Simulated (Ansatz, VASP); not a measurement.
## CoSi in VASP and in Ansatz

```
Co Si
1.0
     4.43085    0.00000    0.00000
     0.00000    4.43085    0.00000
     0.00000    0.00000    4.29792
Co Si
4 4
Direct
  0.14502 0.14502 0.14502
  0.35498 0.85498 0.64502
  0.64502 0.35498 0.85498
  0.85498 0.64502 0.35498
  0.84316 0.84316 0.84316
  0.65684 0.15684 0.34316
  0.34316 0.65684 0.15684
  0.15684 0.34316 0.65684
```

Change from the starting cell: strain +0.000 along x and y, -0.030 along z, atoms carried along.

Alike in both runs: task single point; functional PBE; k mesh 10 × 10 × 10; occupations gaussian, width 0.15 eV; no spin polarisation.

```csv
,VASP,Ansatz
version,VASP 6.6.1,Ansatz 0.2.0
potentials or method,"VASP PAW PBE potentials, release 64 (Co, Si), cutoff 520 eV","scalar-relativistic, plane waves, PAW"
valence electrons in the cell,52,84
```

VASP gave:

| Property | Result |
| --- | --- |
| gap on the k mesh at the Fermi level (eV) | none |
| pressure (GPa) | 7.3 |
| traceless stress, the component that is largest in VASP (GPa) | 5.45 |
| rms of the force components (eV/Å) | 0.050 |

Q: Estimate Ansatz's values.

A: gap on the k mesh at the Fermi level (eV): none; pressure (GPa): 7.6; traceless stress, the component that is largest in VASP (GPa): 5.42; rms of the force components (eV/Å): 0.048.

Atom by atom the forces differ by 0.002 eV/Å (rms over components). A gap of «none» marks a metal or a gap that the smearing closes. VASP's potentials hold 52 valence electrons a cell and Ansatz's 84, so a difference there can come from the potentials and not from the codes.
